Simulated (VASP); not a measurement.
Runs of VASP 6.6.1 on Ir. The structure is that of space group Pm-3m (No. 221), or close to it. The cells are those of the table. 

```csv
task,cell,k mesh,cutoff (eV),smearing,k mesh for the DOS,occupations for the DOS,gap on the mesh (eV),pressure (GPa),relaxed volume (Å³/atom)
relaxation of cell and atoms,"relaxed from a = 2.502 Å, 1 atom",17 × 17 × 17,600,fermi-dirac 0.08 eV,-,-,none,0.0,(a)
single point,"a = 2.571 Å, 1 atom",17 × 17 × 17,520,fermi-dirac 0.08 eV,-,-,none,0.1,-
single point,"a = 2.283 Å, 1 atom",17 × 17 × 17,520,fermi-dirac 0.08 eV,-,-,none,207.6,-
single point,"a = 2.482 Å, 1 atom",17 × 17 × 17,520,fermi-dirac 0.08 eV,-,-,none,(b),-
relaxation of cell and atoms,"relaxed from a = 2.502 Å, 1 atom","17 × 17 × 17, shifted",500,fermi-dirac 0.08 eV,-,-,none,0.0,17.01
single point,"a = 2.571 Å, 1 atom",17 × 17 × 17,500,methfessel-paxton 0.001 eV,-,-,none,-0.1,-
single point,"a = 2.387 Å, 1 atom",17 × 17 × 17,520,fermi-dirac 0.08 eV,-,-,none,95.2,-
single point,"a = 2.168 Å, 1 atom",17 × 17 × 17,520,fermi-dirac 0.08 eV,-,-,none,418.8,-
single point,"a = 2.571 Å, 1 atom","17 × 17 × 17, shifted",500,fermi-dirac 0.08 eV,-,-,none,0.1,-
```

Alike in all rows: level PBE; potentials or basis VASP PAW PBE potentials, release 64 (Ir); no spin polarisation.

Problem. Fill in the values left out.

Solution. (a) 17.00; (b) 33.8.

Caveats: spin-orbit coupling is left out, which moves the levels of the heavy elements.

A k mesh can miss the band edges, and the runs leave out spin-orbit coupling on Ir.

A gap of «none» marks levels without a gap at the run's occupations.
